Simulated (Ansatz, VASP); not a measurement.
# One calculation of C, two programs

```
C
1.0
     1.29760    0.74917    9.53767
    -1.29760    0.74917    9.53767
     0.00000   -1.49834    9.53767
C
10
Direct
  0.02483 0.02483 0.02483
  0.97517 0.97517 0.97517
  0.10868 0.10868 0.10868
  0.89132 0.89132 0.89132
  0.15837 0.15837 0.15837
  0.84163 0.84163 0.84163
  0.37486 0.37486 0.37486
  0.62514 0.62514 0.62514
  0.42532 0.42532 0.42532
  0.57468 0.57468 0.57468
```

Alike in both runs: task single point; functional PBE; k mesh 12 × 12 × 12; occupations gaussian, width 0.05 eV; no spin polarisation.

```csv
,VASP,Ansatz
version,VASP 6.6.1,Ansatz 0.2.0
potentials or method,"VASP PAW PBE potentials, release 64 (C), cutoff 520 eV","scalar-relativistic, plane waves, PAW"
valence electrons in the cell,40,40
```

```csv
,VASP,Ansatz,Ansatz less VASP
gap on the k mesh at the Fermi level (eV),2.99,3.00,+0.011
least direct gap on the mesh (eV),4.00,4.01,+0.008
pressure (GPa),20.2,19.5,-0.72
"traceless stress, the component that is largest in VASP (GPa)",103.59,103.04,-0.553
rms of the force components (eV/Å),0.721,0.701,-0.0202
```

Atom by atom the forces differ by 0.020 eV/Å (rms over components). The functional is the same, so the differences come from potentials, cutoffs and numerics.
